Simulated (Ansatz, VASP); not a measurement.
**ZnGeP2: VASP beside Ansatz**

```
CELL_PARAMETERS angstrom
-2.75008 2.75008 5.42203
2.75008 -2.75008 5.42203
2.75008 2.75008 -5.42203
ATOMIC_POSITIONS crystal
Zn 0.00000 0.00000 0.00000
Zn 0.75000 0.25000 0.50000
Ge 0.50000 0.50000 0.00000
Ge 0.25000 0.75000 0.50000
P 0.37500 0.37839 0.50339
P 0.62161 0.12500 0.99661
P 0.87500 0.87161 0.49661
P 0.12839 0.62500 0.00339
```

Alike in both runs: functional PBE; k mesh 8 × 8 × 8; occupations gaussian, width 0.02 eV; no spin polarisation.

Ansatz relaxed the structure, and its values are those at the end. VASP's run is a single point on that final structure, the one shown.

|  | VASP | Ansatz |
| --- | --- | --- |
| version | VASP 6.6.1 | Ansatz 0.2.0 |
| potentials or method | VASP PAW PBE potentials, release 64 (Zn, Ge_d, P), cutoff 500 eV | scalar-relativistic, plane waves, PAW |
| valence electrons in the cell | 72 | 72 |

```csv
,VASP,Ansatz,Ansatz less VASP
gap on the k mesh at the Fermi level (eV),1.15,1.14,-0.006
least direct gap on the mesh (eV),1.19,1.17,-0.012
pressure (GPa),0.0,0.0,+0.02
rms of the force components (eV/Å),0.011,0.000,-0.0109
```
